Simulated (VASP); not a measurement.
# Fe (Im-3m) in VASP: single point with HSE06

Aim: the single point of Fe with HSE06.

All numbers are computed with VASP 6.6.1; they aren't measurements. Logs are shortened: lines on timing, memory, paths and dates and some standing lists are left out, and cuts for length are marked.

## (1) The cell of the first run

The structure is cubic, space group Im-3m (No. 229). The conventional cell has a = 2.860 Å, b = 2.860 Å, c = 2.860 Å, α = 90.00°, β = 90.00°, γ = 90.00°. Fe (site symmetry m-3m) has 14 Fe at 2.48 to 2.86 Å within 3.3 Å.

## (2) Single point, HSE06

POSCAR

```
Fe
1.0
   -1.4302000000      1.4302000000      1.4302000000
    1.4302000000     -1.4302000000      1.4302000000
    2.8604000000      2.8604000000     -2.8604000000
Fe
2
Direct
    0.0000000000      0.0000000000      0.0000000000
    0.0000000000      0.0000000000      0.5000000000
```

INCAR.step1

```
ALGO = All
EDIFF = 1E-5
ENCUT = 450
GGA = PE
GGA_COMPAT = F
ISEARCH = 1
ISIF = 2
ISMEAR = -1
KPAR = 4
LASPH = T
LREAL = F
LWAVE = T
NBANDS = 15
NELM = 300
PREC = Accurate
SIGMA = 0.1
```

INCAR.step2

```
ALGO = All
EDIFF = 1E-6
ENCUT = 450
GGA = PE
GGA_COMPAT = F
HFSCREEN = 0.2079
ISEARCH = 1
ISIF = 2
ISMEAR = -1
ISTART = 1
KPAR = 4
LASPH = T
LCHARG = T
LHFCALC = T
LREAL = F
LVHAR = T
LWAVE = F
NBANDS = 15
NELM = 300
PREC = Accurate
PRECFOCK = Normal
SIGMA = 0.1
```

KPOINTS

```
k-points
0
Gamma
  6 6 3
```

Potentials or basis: VASP PAW PBE potentials, release 64 (Fe).

Command:

```
$ cat potpaw_PBE.64/Fe/POTCAR > POTCAR
$ cp INCAR.step1 INCAR
$ mpirun -np 4 vasp_std > vasp.out
$ cp INCAR.step2 INCAR
$ mpirun -np 4 vasp_std > vasp.out
```

OUTCAR:

```text
EDIFF = 1E-6
   ENCUT = 450
   GGA = PE
   HFSCREEN = 0.2079
   ISIF = 2
   ISMEAR = -1
   ISTART = 1
   LASPH = T
   LHFCALC = T
   LREAL = F
   NELM = 300
   PREC = Accurate
   PRECFOCK = Normal

 ion  position               nearest neighbor table
   1  0.000  0.000  0.000-   2 2.48   2 2.48   2 2.48   2 2.48   2 2.86   2 2.86   2 2.86   2 2.86

   2  0.000  0.000  0.500-   1 2.48   1 2.48   1 2.48   1 2.48   1 2.86   1 2.86   1 2.86   1 2.86

  LATTYP: Found a base centered orthorhombic cell.
 ALAT       =     2.8604000000
 B/A-ratio  =     1.4142135624
 C/A-ratio  =     1.4142135624

  Lattice vectors:

 A1 = (  -1.4302000000,   1.4302000000,   1.4302000000)
 A2 = (   1.4302000000,  -1.4302000000,   1.4302000000)
 A3 = (   2.8604000000,   2.8604000000,   0.0000000000)

Analysis of symmetry for initial positions (statically):
=====================================================================
 Subroutine PRICEL returns following result:

  LATTYP: Found a body centered cubic cell.
 ALAT       =     2.8604000000

  Lattice vectors:

 A1 = (  -1.4302000000,   1.4302000000,   1.4302000000)
 A2 = (   1.4302000000,  -1.4302000000,   1.4302000000)
 A3 = (   1.4302000000,   1.4302000000,  -1.4302000000)

   2 primitive cells build up your supercell.

 Routine SETGRP: Setting up the symmetry group for a
 base centered orthorhombic supercell.

 Subroutine GETGRP returns: Found  8 space group operations
 (whereof  8 operations were pure point group operations)
 out of a pool of  8 trial point group operations.

The static configuration has the point symmetry D_2h.

Analysis of symmetry for dynamics (positions and initial velocities):
=====================================================================
 Subroutine PRICEL returns following result:

  LATTYP: Found a body centered cubic cell.
 ALAT       =     2.8604000000

  Lattice vectors:

 A1 = (  -1.4302000000,   1.4302000000,   1.4302000000)
 A2 = (   1.4302000000,  -1.4302000000,   1.4302000000)
 A3 = (   1.4302000000,   1.4302000000,  -1.4302000000)

   2 primitive cells build up your supercell.

 Routine SETGRP: Setting up the symmetry group for a
 base centered orthorhombic supercell.

 Subroutine GETGRP returns: Found  8 space group operations
 (whereof  8 operations were pure point group operations)
 out of a pool of  8 trial point group operations.

The dynamic configuration has the point symmetry D_2h.

 Subroutine INISYM returns: Found  8 space group operations
 (whereof  8 operations are pure point group operations),
 and found     2 'primitive' translations

----------------------------------------------------------------------------------------

                                     Primitive cell

  volume of cell :      11.7017

  direct lattice vectors                    reciprocal lattice vectors
    -1.430200000  1.430200000  1.430200000     0.000000000  0.349601454  0.349601454
     1.430200000 -1.430200000  1.430200000     0.349601454  0.000000000  0.349601454
     1.430200000  1.430200000 -1.430200000     0.349601454  0.349601454  0.000000000

  length of vectors
     2.477179065  2.477179065  2.477179065     0.494411118  0.494411118  0.494411118

  position of ions in fractional coordinates (direct lattice)
     0.000000000  0.000000000  0.000000000

  ion indices of the primitive-cell ions
   primitive index   ion index
                 1           1

----------------------------------------------------------------------------------------

 KPOINTS: k-points

Automatic generation of k-mesh.
 Grid dimensions read from file:
 generate k-points for:    6    6    3

 Generating k-lattice:

  Cartesian coordinates                     Fractional coordinates (reciprocal lattice)
     0.000000000  0.058266909  0.058266909     0.166666667  0.000000000  0.000000000
     0.058266909  0.000000000  0.058266909     0.000000000  0.166666667  0.000000000
     0.058266909  0.058266909  0.000000000     0.000000000  0.000000000  0.333333333

  Length of vectors
     0.082401853  0.082401853  0.082401853

  Shift w.r.t. Gamma in fractional coordinates (k-lattice)
     0.000000000  0.000000000  0.000000000

 Subroutine IBZKPT returns following result:
 ===========================================

 Found     26 irreducible k-points:

 Following reciprocal coordinates:
            Coordinates               Weight
  0.000000  0.000000  0.000000      1.000000
  0.166667  0.000000  0.000000      8.000000
  0.333333  0.000000  0.000000      8.000000
  0.500000  0.000000  0.000000      2.000000
  0.166667  0.166667  0.000000      4.000000
  0.333333  0.166667  0.000000      4.000000
[... 16 lines left out ...]
 -0.166667  0.333333  0.333333      4.000000
  0.500000  0.500000  0.333333      2.000000
 [... further k-points ...]
   k-points           NKPTS =     26   k-points in BZ     NKDIM =    108   number of bands    NBANDS=     15
   number of dos      NEDOS =    301   number of ions     NIONS =      2
   total plane-waves  NPLWV =  11664
   dimension x,y,z NGX =    18 NGY =   18 NGZ =   36
   dimension x,y,z NGXF=    36 NGYF=   36 NGZF=   72
   ions per type =               2
   NGX,Y,Z   is equivalent  to a cutoff of  12.08, 12.08, 12.08 a.u.
   NGXF,Y,Z  is equivalent  to a cutoff of  24.16, 24.16, 24.16 a.u.
 SYSTEM =  unknown system
   PREC   = accura    normal or accurate (medium, high low for compatibility)
   ISTART =      1    job   : 0-new  1-cont  2-samecut
   ICHARG =      0    charge: 1-file 2-atom 10-const
   ISPIN  =      1    spin polarized calculation?
   LNONCOLLINEAR =      F non collinear calculations
   LSORBIT =      F    spin-orbit coupling
   LASPH  =      T    aspherical Exc in radial PAW
   ENCUT  =  450.0 eV  33.07 Ry    5.75 a.u.   4.28  4.28  8.57*2*pi/ulx,y,z
   NELM   =    300;   NELMIN=  2; NELMDL=  0     # of ELM steps
   EDIFF  = 0.1E-05   stopping-criterion for ELM
   LREAL  =      F    real-space projection
   EDIFFG = 0.1E-04   stopping-criterion for IOM
   NSW    =      0    number of steps for IOM
   IBRION =     -1    ionic relax: 0-MD 1-quasi-New 2-CG
   NFREE  =      0    steps in history (QN), initial steepest desc. (CG)
   ISIF   =      2    stress and relaxation
   ISYM   =      3    0-nonsym 1-usesym 2-fastsym
   POTIM  = 0.5000    time-step for ionic-motion
   TEBEG  =    0.0;   TEEND  =   0.0 temperature during run
   PSTRESS=    0.0 pullay stress
   NELECT =      16.0000    total number of electrons
   NUPDOWN=      -1.0000    fix difference up-down
   EMIN   =  10.00;   EMAX   =-10.00  energy-range for DOS
   EFERMI =   0.00;   METHOD = LEGACY
   ISMEAR =    -1;   SIGMA  =   0.10  broadening in eV -4-tet -1-fermi 0-gaus
   EFERMI_NEDOS =   21; number of points for ismear=-14 and -15
   IALGO  =     58    algorithm
   IMIX   =      4    mixing-type and parameters
     AMIX     =   0.40;   BMIX     =  1.00
     AMIX_MAG =   1.60;   BMIX_MAG =  1.00
  volume/ion in A,a.u.               =      11.70        78.97
  Fermi-wavevector in a.u.,A,eV,Ry     =   1.442186  2.725337 28.298779  2.079902
  Thomas-Fermi vector in A             =   2.560735
   LORBIT       =      0    0 simple, 1 ext, 2 COOP (PROOUT), +10 PAW based schemes
   GGA     = PE    functional components
   LHFCALC =     T    Hartree Fock is set to
   PRECFOCK=normal    Normal, Fast or Accurate (Low or Medium for compatibility)
   ENCUT4O =  -1.0   cutoff for four orbital integrals eV
   NKREDX  =     1    reduce k-point grid by
   NKREDY  =     1    reduce k-point grid by
   NKREDZ  =     1    reduce k-point grid by
   AEXX    =    0.2500 exact exchange contribution
   HFSCREEN=    0.2079 screening length (either q_TF or 0.3 A-1)
   HFSCREENC=   0.2079 screening length for correlation (either q_TF or 0.3 A-1)
   ENCUTFOCK=  -1.0 apply spherical cutoff to Coloumb kernel
   IVDW    =     0    specifies the selected vdW correction
   LEPSILON=     F    determine dielectric tensor
   LRPA    =     F    only Hartree local field effects (RPA)
 non-spin polarized calculation
  energy-cutoff  :      450.00
  volume of cell :       23.40
 maximum number of plane-waves:       516
 NGX is ok and might be reduce to    18
  NGX = 14; NGY = 14; NGZ = 28
   NGX =  9   NGY =  9   NGZ = 17

 number of electron      16.0000001 magnetization

 Free energy of the ion-electron system (eV)
  ---------------------------------------------------
  ext. energy  EPLUGINS =         0.00000000
  ---------------------------------------------------
  free energy    TOTEN  =       -18.41555269 eV

  energy without entropy =      -18.37533051  energy(sigma->0) =      -18.39544160

 E-fermi :   5.7206     XC(G=0): -10.5616

 val. band max:        5.6687844751   @ k =   0.0000   0.0000   0.0000
 cond. band min:       5.8566963326   @ k =   0.5000   0.0000   0.0000
 fundamental gap:      0.1879118575
 Fermi energy:         5.7206197744

 k-point     1 :       0.0000    0.0000    0.0000
  band No.  band energies     occupation
      1      -3.9723      2.00000
      2       0.0465      2.00000
      3       1.2952      2.00000
      4       2.4883      2.00000
      5       2.4885      2.00000
      6       2.4885      2.00000
      7       5.6688      1.25241
      8       5.8567      0.40799
      9       6.2702      0.00821
     10       7.0837      0.00000
     11       7.0840      0.00000
     12       7.2487      0.00000
     13      13.9340      0.00000
     14      24.5534      0.00000
     15      26.8024      0.00000
[... 397 lines left out ...]
 k-point    24 :       0.5000    0.5000    0.3333
  band No.  band energies     occupation
      1       0.9097      2.00000
      2       1.8056      2.00000
      3       1.9434      2.00000
      4       2.0478      2.00000
      5       3.6836      2.00000
      6       3.8913      2.00000
      7       4.3522      2.00000
      8       5.1194      1.99513
      9       5.2384      1.98404
     10       5.5091      1.78453
     11      10.0490      0.00000
     12      13.7134      0.00000
     13      14.0983      0.00000
     14      14.9421      0.00000
     15      18.1661      0.00000

 [... further k-points ...]

------------------------ aborting loop because EDIFF is reached ----------------------------------------

  FORCE on cell =-STRESS in cart. coord.  units (eV):
  Direction    XX          YY          ZZ          XY          YZ          ZX
  --------------------------------------------------------------------------------------
  -------------------------------------------------------------------------------------
  Total       -1.5781204     -1.5781204     -1.5784076     -0.0631626      0.0000000      0.0000000
  in kB     -108.0364738   -108.0364738   -108.0561366     -4.3240445      0.0000000      0.0000000
  external PRESSURE =    -108.0430281 kB  Pullay stress =       0.0000000 kB

 VOLUME and BASIS-vectors are now :
 -----------------------------------------------------------------------------
  energy-cutoff  :      450.00
  volume of cell :       23.40
      direct lattice vectors                 reciprocal lattice vectors
    -1.430200000  1.430200000  1.430200000     0.000000000  0.349601454  0.349601454
     1.430200000 -1.430200000  1.430200000     0.349601454  0.000000000  0.349601454
     2.860400000  2.860400000 -2.860400000     0.174800727  0.174800727  0.000000000

 POSITION                                       TOTAL-FORCE (eV/Angst)
 -----------------------------------------------------------------------------------
      0.00000      0.00000      0.00000         0.000000     -0.000000      0.000000
      1.43020      1.43020     -1.43020        -0.000000      0.000000     -0.000000
 -----------------------------------------------------------------------------------
    total drift:                               -0.000000      0.000000     -0.000000

  FREE ENERGIE OF THE ION-ELECTRON SYSTEM (eV)
  ---------------------------------------------------
  free  energy   TOTEN  =       -18.4155526919 eV

  energy  without entropy=      -18.3753218150  energy(sigma->0) =      -18.39543725
```

It took 30 min on 4 MPI ranks of Intel Xeon 6975P-C (Granite Rapids), shared host; peak memory 0.23 GiB.

What came out:

```yaml
Free_energy: -18.4156 eV
Pressure: -10.8 GPa
Band_gap_on_the_k_mesh: zero (bands 8 and 9 overlap by 1.65 eV)
```

Levels at points of the mesh, in eV from the Fermi level:
```csv
k point,band 6,band 7,band 8,band 9,band 10,band 11
"(0.00, 0.00, 0.00)",-3.23,-0.05,0.14,0.55,1.36,1.36
"(0.50, 0.00, 0.00)",-0.05,0.14,0.14,0.55,0.55,1.53
"(0.50, 0.50, 0.00)",-0.59,-0.59,-0.05,0.14,0.55,1.53
```

Caveat: the k points lie up to 0.52 Å⁻¹ apart, too coarse for converged energies and pressures of a metal; the PAW data sets were made with another functional, which shifts forces and pressure a little; the run has no spin polarisation, though such a crystal can be magnetic. Spin polarisation is off, so any magnetic state and its effect on volume and gap are missing.

The gap in the log of VASP goes by the Fermi energy; the results here count the filled bands.